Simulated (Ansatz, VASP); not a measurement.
## Al2Cr2Re in VASP and in Ansatz

The input POSCAR:

```
Al2Cr2Re
1.0
    3.2279880000      0.0000000000      0.0000000000
    1.6139940000     -6.0724920000      0.0000000000
    0.0000000000      0.0000000000     -3.2611760000
Cr Re Al
2 1 2
Direct
    0.1468600000      0.7062800000      0.0000000000
    0.8531400000      0.2937200000      0.0000000000
    0.5000000000      0.0000000000      0.5000000000
    0.2940100000      0.4119800000      0.5000000000
    0.7059900000      0.5880200000      0.5000000000
```

Contents of INCAR.step1:

```
  PREC = Accurate
  ENCUT = 520
  ISMEAR = -1
  SIGMA = 0.0754
  LREAL = False
  LASPH = True
  NELM = 80
  NBANDS = 26
  GGA = PE
  ALGO = Normal
  EDIFF = 1E-4
  LWAVE = True
  LCHARG = False
```

The input INCAR.step2:

```
  PREC = Accurate
  ENCUT = 520
  EDIFF = 1E-6
  ISMEAR = -1
  SIGMA = 0.0754
  LREAL = False
  LASPH = True
  NELM = 80
  ALGO = Normal
  ISIF = 2
  LWAVE = False
  LCHARG = True
  METAGGA = R2SCAN
  LMIXTAU = True
  LELF = True
  LVHAR = True
  NBANDS = 26
  ISTART = 1
```

The input KPOINTS:

```
Automatic mesh
0
Gamma
  9 9 8
```

Input for Ansatz:

```yaml
crystal:
  lattice:
    - [3.227988, 0.0, 0.0]
    - [1.613994, -6.072492, 0.0]
    - [0.0, 0.0, -3.261176]
  atoms:
    - { symbol: Cr, position: [0.14686, 0.70628, 0.0] }
    - { symbol: Cr, position: [0.85314, 0.29372, 0.0] }
    - { symbol: Re, position: [0.5, 0.0, 0.5] }
    - { symbol: Al, position: [0.29401, 0.41198, 0.5] }
    - { symbol: Al, position: [0.70599, 0.58802, 0.5] }
  symmetry: { tolerance: 0.0003 }
kpoints:
  mp_grid: { grid: [9, 9, 8], shift: [0, 0, 0] }
  band_path:
    path:
      - [0.0, 0.0, 0.0]
      - [0.0, -0.5, 0.0]
      - [0.46467844, -0.26766078, 0.0]
      - [0.53532156, 0.26766078, 0.0]
      - [0.0, 0.0, 0.0]
      - [0.0, 0.0, -0.5]
      - [0.53532156, 0.26766078, -0.5]
      - [0.46467844, -0.26766078, -0.5]
      - [0.0, -0.5, -0.5]
      - [0.0, -0.5, 0.0]
      - [0.0, 0.0, 0.0]
    npoints: 6
magnetization:
  spin_polarized: false
scf:
  occupations: { method: fermi_dirac, width: 0.0754 }
  lower_state_search: "off"
  max_iter: 200
hamiltonian:
  pseudopotentials: { kind: paw }
  xc: r2scan
basis:
  ecutwfc: 500
  fft_grid_basis: typed
output:
  forces: true
  stress: true
  eigenvalues: true
  bader: true
  populations: true
  elf: true
  write_potential: true
  volumetric_format: npy
  dos:
    e_range: [-12, 8]
    de: 0.05
    projected: { site_lists: { Al: [Al], Cr: [Cr], Re: [Re] } }
checkpoint:
  read: saved_state
```

Alike in both runs: task single point; functional r2SCAN; k mesh 9 × 9 × 8; occupations fermi-dirac, width 0.0754 eV; no spin polarisation.

```csv
,VASP,Ansatz
version,VASP 6.6.1,Ansatz 0.2.0
potentials or method,"VASP PAW PBE potentials, release 64 (Cr_pv, Re, Al), cutoff 520 eV",PAW plane waves
valence electrons in the cell,37,49
```

|  | VASP | Ansatz | Ansatz less VASP |
| --- | --- | --- | --- |
| pressure (GPa) | 25.2 | 25.2 | -0.08 |
| traceless stress, the component that is largest in VASP (GPa) | -33.11 | -33.23 | -0.123 |
| rms of the force components (eV/Å) | 3.741 | 3.717 | -0.0242 |

VASP's potentials were made for PBE, not for r2SCAN. Atom by atom the forces differ by 0.024 eV/Å (rms over components). VASP's potentials hold 37 valence electrons a cell and Ansatz's 49, so a difference there can come from the potentials and not from the codes.

Spin-orbit coupling is off throughout.
